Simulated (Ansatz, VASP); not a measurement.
**ZnS: VASP beside Ansatz**

INCAR

```
SYSTEM = ZnS
ALGO     = Normal         ! electronic algorithm
EDIFF    = 1E-6           ! SCF threshold, eV
ENCUT    = 520            ! plane-wave cutoff, eV
GGA      = PE             ! functional
ISIF     = 2              ! what is computed and relaxed
ISMEAR   = 0              ! smearing method
LASPH    = .TRUE.         ! aspherical terms in the spheres
LCHARG   = .FALSE.        ! write CHGCAR
LREAL    = .FALSE.        ! projectors in reciprocal space
LWAVE    = .FALSE.        ! write WAVECAR
NBANDS   = 16             ! bands
NELM     = 100            ! most SCF steps
PREC     = Accurate       ! precision mode
SIGMA    = 0.05           ! smearing width, eV
```

KPOINTS

```
k-points
0
G
  10 10 10
  0 0 0
```

Contents of POSCAR:

```
ZnS
1.0
    0.0000000000      2.7857895000      2.7857895000
    2.7857895000      0.0000000000      2.7857895000
    2.7857895000      2.7857895000      0.0000000000
Zn S
1 1
Direct
    0.0000000000      0.0000000000      0.0000000000
    0.7500000000      0.7500000000      0.7500000000
```

Input for Ansatz:

```yaml
crystal:
  lattice:
    - [0.0, 2.7857895, 2.7857895]
    - [2.7857895, 0.0, 2.7857895]
    - [2.7857895, 2.7857895, 0.0]
  atoms:
    - { symbol: Zn, position: [0.0, 0.0, 0.0] }
    - { symbol: S, position: [0.75, 0.75, 0.75] }
basis:
  ecutwfc: 420
kpoints:
  mp_grid: { grid: [10, 10, 10] }
hamiltonian:
  xc: pbe
scf:
  occupations: { method: gaussian, width: 0.05 }
output:
  forces: true
  stress: true
  eigenvalues: true
```

Change from the starting cell: strain +0.030 along x and y, +0.030 along z, atoms carried along.

Alike in both runs: task single point; functional PBE; k mesh 10 × 10 × 10; occupations gaussian, width 0.05 eV; no spin polarisation.

|  | VASP | Ansatz |
| --- | --- | --- |
| version | VASP 6.6.1 | Ansatz 0.2.0 |
| potentials or method | VASP PAW PBE potentials, release 64 (Zn, S), cutoff 520 eV | scalar-relativistic, plane waves, PAW |
| valence electrons in the cell | 18 | 18 |

Ansatz gave:

```
gap on the k mesh at the Fermi level (eV) : 1.72
least direct gap on the mesh (eV)         : 1.72
pressure (GPa)                            : -4.1
```

Problem. Estimate VASP's values.

Solution. gap on the k mesh at the Fermi level (eV): 1.72; least direct gap on the mesh (eV): 1.72; pressure (GPa): -4.0.
